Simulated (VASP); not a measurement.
Here is a VASP 6.6.1 calculation.

File POSCAR:

```
B
1.0
    1.6768970722      0.0000000000      0.0000000000
   -0.8384485361      1.4522354640      0.0000000000
    0.0000000000      0.0000000000      3.7444855355
B
1
Direct
    0.0000000000      0.0000000000      0.0000000000
```

The input INCAR.step1:

```
PREC = Accurate
ENCUT = 520
ISMEAR = 0
SIGMA = 0.15
LREAL = F
LASPH = T
NELM = 80
NBANDS = 8
GGA = PE
ALGO = Normal
EDIFF = 1E-4
LWAVE = T
LCHARG = F
```

File INCAR.step2:

```
PREC = Accurate
ENCUT = 520
EDIFF = 1E-6
ISMEAR = 0
SIGMA = 0.15
LREAL = F
LASPH = T
NELM = 80
ALGO = Normal
ISIF = 2
LWAVE = F
LCHARG = F
METAGGA = R2SCAN
LMIXTAU = T
NBANDS = 8
ISTART = 1
```

File KPOINTS:

```
Automatic mesh
0
Gamma
  30 30 14
```

Potentials or basis: VASP PAW PBE potentials, release 64 (B).

Launch:

```console
$ cat potpaw_PBE.64/B/POTCAR > POTCAR
$ cp INCAR.step1 INCAR
$ mpirun -np 1 vasp_std > vasp.out
$ cp INCAR.step2 INCAR
$ mpirun -np 1 vasp_std > vasp.out
```

(1) Predict the pressure.

## Answers

(1) 9.6 GPa.

Caveat: the cell differs from its parent crystal (strain -0.015 along x and y, +0.030 along z); the PAW data sets were made with another functional, which shifts forces and pressure a little.
